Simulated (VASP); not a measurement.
Set up this calculation in VASP 6.6.1, as the native input.

```
Task                   : single point
Functional             : PBE
Potentials or basis    : VASP PAW PBE potentials, release 64 (Os, Hf_pv)
Cutoff                 : 520 eV
k mesh                 : 7 × 7 × 7
Occupations            : fermi-dirac, width 0.05 eV
Spin                   : no spin polarisation
Dipole correction      : no
Further INCAR settings : ALGO = Normal; EDIFF = 1e-07; NBANDS = 25
```

The structure of HfOs3 lies in POSCAR:

```
HfOs3
1.0
    3.9198576465      0.0000000000      0.0000000000
    0.0000000000      3.9198576465      0.0000000000
    0.0000000000      0.0000000000      3.9198576465
Os Hf
3 1
Direct
    0.0000000000      0.5000000000      0.5000000000
    0.5000000000      0.0000000000      0.5000000000
    0.5000000000      0.5000000000      0.0000000000
    0.0000000000      0.0000000000      0.0000000000
```

These files were run (other wordings do the same):

INCAR

```
PREC = Accurate
ENCUT = 520
EDIFF = 1E-7
ISMEAR = -1
SIGMA = 0.05
LREAL = F
LASPH = T
NELM = 80
ALGO = Normal
ISIF = 2
LWAVE = F
LCHARG = F
GGA = PE
NBANDS = 25
```

KPOINTS

```
Automatic mesh
0
Gamma
  7 7 7
```

Potentials or basis: VASP PAW PBE potentials, release 64 (Os, Hf_pv).

Launch:

```bash
$ cat potpaw_PBE.64/Os/POTCAR potpaw_PBE.64/Hf_pv/POTCAR > POTCAR
$ mpirun -np 1 vasp_std > vasp.out
```

It gave:

```
Pressure               : 13.1 GPa
Band gap on the k mesh : zero (band 17 reaches 11.10 eV, above the bottom of band 18 at 7.24 eV)
```

Caveat: spin-orbit coupling is left out, which moves the levels of the heavy elements.

Run time: 20 s on 1 thread of AMD EPYC 9R45 96-Core Processor (Zen 5), with other jobs on the host, peak memory 0.15 GiB.
